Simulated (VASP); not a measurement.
A run of VASP 6.6.1 is set up as follows.

The input INCAR:

```
SYSTEM = WSe2
  ALGO = Normal
  EDIFF = 1E-6
  ENCUT = 520
  GGA = PE
  ISIF = 2
  ISMEAR = -1
  LASPH = .TRUE.
  LCHARG = .FALSE.
  LREAL = .FALSE.
  LWAVE = .FALSE.
  NBANDS = 20
  NELM = 80
  PREC = Accurate
  SIGMA = 0.02
```

The input KPOINTS:

```
k-points
0
G
  10 10 10
  0 0 0
```

Contents of POSCAR:

```
WSe2
1.0
    1.6510739551      0.9532479924      6.5796479690
   -1.6510739551      0.9532479924      6.5796479690
    0.0000000000     -1.9064959848      6.5796479690
W Se
1 2
Direct
   -0.0000183143     -0.0000183143     -0.0000183143
    0.4176504313      0.4176504313      0.4176504313
    0.2490345496      0.2490345496      0.2490345496
```

Potentials or basis: VASP PAW PBE potentials, release 64 (W_sv, Se).

The run is started by

```sh
$ cat potpaw_PBE.64/W_sv/POTCAR potpaw_PBE.64/Se/POTCAR > POTCAR
$ mpirun -np 1 vasp_std > vasp.out
```

Q: Estimate the band gap on the k mesh.

A: 1.08 eV (least direct gap 1.86 eV).

Q: Predict the largest force.

A: 0.322 eV/Å.

Q: What does it give for the pressure?

A: 3.6 GPa.

Forces on the atoms (eV/Å):
```
W    0.000  0.000  0.002
Se   0.000  0.000  0.320
Se   0.000  0.000 -0.322
```

Caveat: the cell stands under pressure; spin-orbit coupling is left out, which moves the levels of the heavy elements. A k mesh can miss the band edges.
